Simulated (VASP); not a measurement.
# CdSe (F-43m) in VASP: a series of runs, part 2 of 2

VASP 6.6.1. Earlier steps stand in the parts before.

**6. Single point, PBE**

This run uses another cell than the first one, of 28.94 Å³/atom, 1.020 times its volume.

Input file INCAR:

```
PREC = Accurate
ENCUT = 500
EDIFF = 1E-6
ISMEAR = -1
SIGMA = 0.02
LREAL = False
LASPH = True
NELM = 120
ALGO = Normal
ISIF = 2
LWAVE = False
LCHARG = False
GGA = PE
NBANDS = 16
GGA_COMPAT = False
```

Input file KPOINTS:

```
Automatic mesh
0
Gamma
  8 8 8
```

Input file POSCAR:

```
CdSe
1.0
    0.0000000000      3.0702711986      3.0702711986
    3.0702711986      0.0000000000      3.0702711986
    3.0702711986      3.0702711986      0.0000000000
Cd Se
1 1
Direct
    0.0000000000      0.0000000000      0.0000000000
    0.2500000000      0.2500000000      0.2500000000
```

Potentials or basis: VASP PAW PBE potentials, release 64 (Cd, Se).

Started as:

```console
$ cat potpaw_PBE.64/Cd/POTCAR potpaw_PBE.64/Se/POTCAR > POTCAR
$ mpirun -np 1 vasp_std > vasp.out
```

OUTCAR:

```text
PREC = Accurate
   ENCUT = 500
   EDIFF = 1E-6
   ISMEAR = -1
   LREAL = False
   LASPH = True
   NELM = 120
   ISIF = 2
   GGA = PE

 ion  position               nearest neighbor table
   1  0.000  0.000  0.000-   2 2.66   2 2.66   2 2.66   2 2.66
   2  0.250  0.250  0.250-   1 2.66   1 2.66   1 2.66   1 2.66

  LATTYP: Found a face centered cubic cell.
 ALAT       =     6.1405423972

  Lattice vectors:

 A1 = (   0.0000000000,   3.0702711986,   3.0702711986)
 A2 = (   3.0702711986,   0.0000000000,   3.0702711986)
 A3 = (   3.0702711986,   3.0702711986,   0.0000000000)

Analysis of symmetry for initial positions (statically):
=====================================================================
 Subroutine PRICEL returns:
 Original cell was already a primitive cell.

 Routine SETGRP: Setting up the symmetry group for a
 face centered cubic supercell.

 Subroutine GETGRP returns: Found 24 space group operations
 (whereof 24 operations were pure point group operations)
 out of a pool of 48 trial point group operations.

The static configuration has the point symmetry T_d .

Analysis of symmetry for dynamics (positions and initial velocities):
=====================================================================
 Subroutine PRICEL returns:
 Original cell was already a primitive cell.

 Routine SETGRP: Setting up the symmetry group for a
 face centered cubic supercell.

 Subroutine GETGRP returns: Found 24 space group operations
 (whereof 24 operations were pure point group operations)
 out of a pool of 48 trial point group operations.

The dynamic configuration has the point symmetry T_d .

 Subroutine INISYM returns: Found 24 space group operations
 (whereof 24 operations are pure point group operations),
 and found     1 'primitive' translations

----------------------------------------------------------------------------------------

                                     Primitive cell

  volume of cell :      57.8842

  direct lattice vectors                    reciprocal lattice vectors
     0.000000000  3.070271199  3.070271199    -0.162852063  0.162852063  0.162852063
     3.070271199  0.000000000  3.070271199     0.162852063 -0.162852063  0.162852063
     3.070271199  3.070271199  0.000000000     0.162852063  0.162852063 -0.162852063

  length of vectors
     4.342019169  4.342019169  4.342019169     0.282068048  0.282068048  0.282068048

  position of ions in fractional coordinates (direct lattice)
     0.000000000  0.000000000  0.000000000
     0.250000000  0.250000000  0.250000000

  ion indices of the primitive-cell ions
   primitive index   ion index
                 1           1
                 2           2

----------------------------------------------------------------------------------------

 KPOINTS: Automatic mesh

Automatic generation of k-mesh.
 Grid dimensions read from file:
 generate k-points for:    8    8    8

 Generating k-lattice:

  Cartesian coordinates                     Fractional coordinates (reciprocal lattice)
    -0.020356508  0.020356508  0.020356508     0.125000000  0.000000000  0.000000000
     0.020356508 -0.020356508  0.020356508     0.000000000  0.125000000  0.000000000
     0.020356508  0.020356508 -0.020356508     0.000000000  0.000000000  0.125000000

  Length of vectors
     0.035258506  0.035258506  0.035258506

  Shift w.r.t. Gamma in fractional coordinates (k-lattice)
     0.000000000  0.000000000  0.000000000

 Subroutine IBZKPT returns following result:
 ===========================================

 Found     29 irreducible k-points:

 Following reciprocal coordinates:
            Coordinates               Weight
  0.000000  0.000000  0.000000      1.000000
  0.125000  0.000000  0.000000      8.000000
  0.250000  0.000000  0.000000      8.000000
  0.375000  0.000000  0.000000      8.000000
  0.500000  0.000000  0.000000      4.000000
  0.125000  0.125000  0.000000      6.000000
[... 16 lines left out ...]
  0.500000  0.250000  0.125000     48.000000
 -0.375000  0.250000  0.125000     24.000000
 [... further k-points ...]
   k-points           NKPTS =     29   k-points in BZ     NKDIM =     29   number of bands    NBANDS=     16
   number of dos      NEDOS =    301   number of ions     NIONS =      2
   total plane-waves  NPLWV =  32768
   dimension x,y,z NGX =    32 NGY =   32 NGZ =   32
   dimension x,y,z NGXF=    64 NGYF=   64 NGZF=   64
   ions per type =               1   1
   NGX,Y,Z   is equivalent  to a cutoff of  12.25, 12.25, 12.25 a.u.
   NGXF,Y,Z  is equivalent  to a cutoff of  24.50, 24.50, 24.50 a.u.
 SYSTEM =  unknown system
   PREC   = accura    normal or accurate (medium, high low for compatibility)
   ISTART =      0    job   : 0-new  1-cont  2-samecut
   ICHARG =      2    charge: 1-file 2-atom 10-const
   ISPIN  =      1    spin polarized calculation?
   LNONCOLLINEAR =      F non collinear calculations
   LSORBIT =      F    spin-orbit coupling
   LASPH  =      T    aspherical Exc in radial PAW
   ENCUT  =  500.0 eV  36.75 Ry    6.06 a.u.   7.92  7.92  7.92*2*pi/ulx,y,z
   NELM   =    120;   NELMIN=  2; NELMDL= -5     # of ELM steps
   EDIFF  = 0.1E-05   stopping-criterion for ELM
   LREAL  =      F    real-space projection
   EDIFFG = 0.1E-04   stopping-criterion for IOM
   NSW    =      0    number of steps for IOM
   IBRION =     -1    ionic relax: 0-MD 1-quasi-New 2-CG
   NFREE  =      0    steps in history (QN), initial steepest desc. (CG)
   ISIF   =      2    stress and relaxation
   ISYM   =      2    0-nonsym 1-usesym 2-fastsym
   POTIM  = 0.5000    time-step for ionic-motion
   TEBEG  =    0.0;   TEEND  =   0.0 temperature during run
   PSTRESS=    0.0 pullay stress
   NELECT =      18.0000    total number of electrons
   NUPDOWN=      -1.0000    fix difference up-down
   EMIN   =  10.00;   EMAX   =-10.00  energy-range for DOS
   EFERMI =   0.00;   METHOD = LEGACY
   ISMEAR =    -1;   SIGMA  =   0.02  broadening in eV -4-tet -1-fermi 0-gaus
   EFERMI_NEDOS =   21; number of points for ismear=-14 and -15
   IALGO  =     38    algorithm
   IMIX   =      4    mixing-type and parameters
     AMIX     =   0.40;   BMIX     =  1.00
     AMIX_MAG =   1.60;   BMIX_MAG =  1.00
  volume/ion in A,a.u.               =      28.94       195.31
  Fermi-wavevector in a.u.,A,eV,Ry     =   1.109121  2.095935 16.737199  1.230149
  Thomas-Fermi vector in A             =   2.245657
   LORBIT       =      0    0 simple, 1 ext, 2 COOP (PROOUT), +10 PAW based schemes
   GGA     = PE    functional components
   LHFCALC =     F    Hartree Fock is set to
   AEXX    =    0.0000 exact exchange contribution
   IVDW    =     0    specifies the selected vdW correction
   LEPSILON=     F    determine dielectric tensor
   LRPA    =     F    only Hartree local field effects (RPA)
 non-spin polarized calculation
  energy-cutoff  :      500.00
  volume of cell :       57.88
 maximum number of plane-waves:      1480
   NGX = 15   NGY = 15   NGZ = 15

 number of electron      18.0000008 magnetization

 Free energy of the ion-electron system (eV)
  ---------------------------------------------------
  ext. energy  EPLUGINS =         0.00000000
  ---------------------------------------------------
  free energy    TOTEN  =        -5.49043861 eV

  energy without entropy =       -5.49043861  energy(sigma->0) =       -5.49043861

 E-fermi :   1.0047     XC(G=0):  -8.7565

 val. band max:        0.7188385617   @ k =   0.0000   0.0000   0.0000
 cond. band min:       1.2682457318   @ k =   0.0000   0.0000   0.0000
 fundamental gap:      0.5494071701
 Fermi energy:         1.0046724121

 k-point     1 :       0.0000    0.0000    0.0000
  band No.  band energies     occupation
      1     -11.7183      2.00000
      2      -7.1233      2.00000
      3      -7.1233      2.00000
      4      -7.1233      2.00000
      5      -6.7789      2.00000
      6      -6.7789      2.00000
[... 8 lines left out ...]
     15      11.7533      0.00000
     16      11.7533      0.00000

 k-point     2 :       0.1250    0.0000    0.0000
  band No.  band energies     occupation
      1     -11.6682      2.00000
      2      -7.1075      2.00000
      3      -7.1075      2.00000
      4      -7.0769      2.00000
      5      -6.7797      2.00000
      6      -6.7797      2.00000
[... 8 lines left out ...]
     15      11.0073      0.00000
     16      11.1129      0.00000
[... 387 lines left out ...]
      5      -6.7584      2.00000
      6      -6.5538      2.00000
[... 8 lines left out ...]
     15      12.4981      0.00000
     16      13.2540      0.00000

 k-point    24 :      -0.3750    0.2500    0.1250
  band No.  band energies     occupation
      1     -11.3164      2.00000
      2      -7.0027      2.00000
      3      -6.9804      2.00000
      4      -6.7961      2.00000
      5      -6.7636      2.00000
      6      -6.4246      2.00000
[... 8 lines left out ...]
     15      12.3172      0.00000
     16      13.2546      0.00000

 [... further k-points ...]
[... 5 lines left out ...]
  --------------------------------------------------------------------------------------
  -------------------------------------------------------------------------------------
  Total        0.5663117      0.5663117      0.5663117      0.0000000      0.0000000      0.0000000
  in kB       15.6749409     15.6749409     15.6749409      0.0000000      0.0000000      0.0000000
  external PRESSURE =      15.6749409 kB  Pullay stress =       0.0000000 kB

 VOLUME and BASIS-vectors are now :
 -----------------------------------------------------------------------------
  energy-cutoff  :      500.00
  volume of cell :       57.88
      direct lattice vectors                 reciprocal lattice vectors
     0.000000000  3.070271199  3.070271199    -0.162852063  0.162852063  0.162852063
     3.070271199  0.000000000  3.070271199     0.162852063 -0.162852063  0.162852063
     3.070271199  3.070271199  0.000000000     0.162852063  0.162852063 -0.162852063

 POSITION                                       TOTAL-FORCE (eV/Angst)
 -----------------------------------------------------------------------------------
      0.00000      0.00000      0.00000         0.000000      0.000000      0.000000
      1.53514      1.53514      1.53514        -0.000000     -0.000000     -0.000000
 -----------------------------------------------------------------------------------
    total drift:                                0.000000      0.000000      0.000000

  FREE ENERGIE OF THE ION-ELECTRON SYSTEM (eV)
  ---------------------------------------------------
  free  energy   TOTEN  =        -5.4904386122 eV

  energy  without entropy=       -5.4904386078  energy(sigma->0) =       -5.49043861
```

OSZICAR:

```text
N       E                     dE             d eps       ncg     rms          rms(c)
DAV:   1     0.102163912422E+03    0.10216E+03   -0.87566E+03   976   0.975E+02
DAV:   2    -0.201200259819E+01   -0.10418E+03   -0.98805E+02  1144   0.242E+02
DAV:   3    -0.585305243767E+01   -0.38410E+01   -0.38359E+01  1032   0.478E+01
DAV:   4    -0.586965972186E+01   -0.16607E-01   -0.16607E-01  1256   0.318E+00
DAV:   5    -0.586976547834E+01   -0.10576E-03   -0.10576E-03  1064   0.219E-01    0.586E+00
DAV:   6    -0.551052490042E+01    0.35924E+00   -0.54891E-01  1376   0.867E+00    0.468E+00
DAV:   7    -0.548919961925E+01    0.21325E-01   -0.14072E-01  1080   0.248E+00    0.204E+00
DAV:   8    -0.549012447881E+01   -0.92486E-03   -0.13004E-02  1064   0.137E+00    0.245E-01
DAV:   9    -0.549032075256E+01   -0.19627E-03   -0.13921E-03  1104   0.472E-01    0.465E-02
DAV:  10    -0.549038880486E+01   -0.68052E-04   -0.15462E-04  1200   0.153E-01    0.435E-02
DAV:  11    -0.549043883938E+01   -0.50035E-04   -0.81863E-05  1120   0.568E-02    0.165E-02
DAV:  12    -0.549043861220E+01    0.22718E-06   -0.18580E-06  1032   0.161E-02
   1 F= -.54904386E+01 E0= -.54904386E+01  d E =-.436723E-08
```

stdout:

```text
POSCAR found type information on POSCAR CdSe
 POSCAR found :  2 types and       2 ions
 scaLAPACK will be used
 LDA part: xc-table for (Slater+PW92), standard interpolation
 POSCAR, INCAR and KPOINTS ok, starting setup
 FFT: planning ... GRIDC
 FFT: planning ... GRID_SOFT
 FFT: planning ... GRID
 WAVECAR not read
 entering main loop
```

It took 15 s on 1 thread of Intel Xeon 6975P-C (Granite Rapids), shared host; peak memory 0.18 GiB.

What came out:

* Free energy: -5.4904 eV
* Pressure: 1.6 GPa
* Band gap on the k mesh: 0.55 eV, direct

Levels at points of the mesh, in eV from the valence-band top:
```
           k point  band 5  band 6  band 7  band 8  band 9  band 10  band 11  band 12  band 13  band 14
(0.00, 0.00, 0.00)   -7.50   -7.50    0.00    0.00    0.00     0.55     5.93     5.93     5.93     9.67
(0.50, 0.00, 0.00)   -7.48   -7.22   -4.22   -0.71   -0.71     2.36     6.44     6.44     7.34     9.97
(0.50, 0.50, 0.00)   -7.44   -7.16   -3.95   -1.76   -1.76     3.19     3.73     8.98    10.05    10.05
```

**7. Overview**

```tsv
level	cell	k mesh	cutoff (eV)	smearing	gap on the mesh (eV)	pressure (GPa)
revPBE+D3(BJ)	a = 4.313 Å, angles 60.0°, 2 atoms	8 × 8 × 8	520	fermi-dirac 0.05 eV	0.72	0.0
revPBE+D3(BJ)	a = 4.342 Å, angles 60.0°, 2 atoms	8 × 8 × 8	520	fermi-dirac 0.05 eV	0.68	-1.0
PBE	a = 4.342 Å, angles 60.0°, 2 atoms	4 × 4 × 4	500	gaussian 0.01 eV	0.53	1.8
PBE	a = 4.342 Å, angles 60.0°, 2 atoms	8 × 8 × 8	500	fermi-dirac 0.02 eV	0.55	1.6
```

Alike in all rows: task single point; potentials or basis VASP PAW PBE potentials, release 64 (Cd, Se); no spin polarisation.

Caveats: some runs use coarse meshes; the PAW data sets were made with another functional, which shifts forces and pressure a little (some runs).

Absolute energies hang on the potentials; compare differences alone.
